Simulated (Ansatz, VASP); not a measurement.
Two plane-wave programs on CdF2

```
Cd F
1.0
     0.00000    2.88532    2.73529
     2.88532    0.00000    2.73529
     2.88532    2.88532    0.00000
Cd F
1 2
Cartesian
  0.0000 0.0000 0.0000
  1.4427 1.4427 1.3676
  4.3280 4.3280 4.1029
```

Alike in both runs: task single point; functional PBE; k mesh 8 × 8 × 8; occupations gaussian, width 0.05 eV; no spin polarisation.

```csv
,VASP,Ansatz
version,VASP 6.6.1,Ansatz 0.2.0
potentials or method,"VASP PAW PBE potentials, release 64 (Cd, F), cutoff 520 eV","scalar-relativistic, plane waves, PAW"
valence electrons in the cell,26,34
```

VASP gave:

- gap on the k mesh at the Fermi level (eV): 2.43
- least direct gap on the mesh (eV): 2.90
- pressure (GPa): -7.1
- traceless stress, the component that is largest in VASP (GPa): 3.42

**Question.** Estimate Ansatz's values.

**Answer.** gap on the k mesh at the Fermi level (eV): 2.45; least direct gap on the mesh (eV): 2.93; pressure (GPa): -7.4; traceless stress, the component that is largest in VASP (GPa): 3.45.

With one functional, cell and mesh, what is left measures potentials, basis and numerics. VASP's potentials hold 26 valence electrons a cell and Ansatz's 34, so a difference there can come from the potentials and not from the codes.
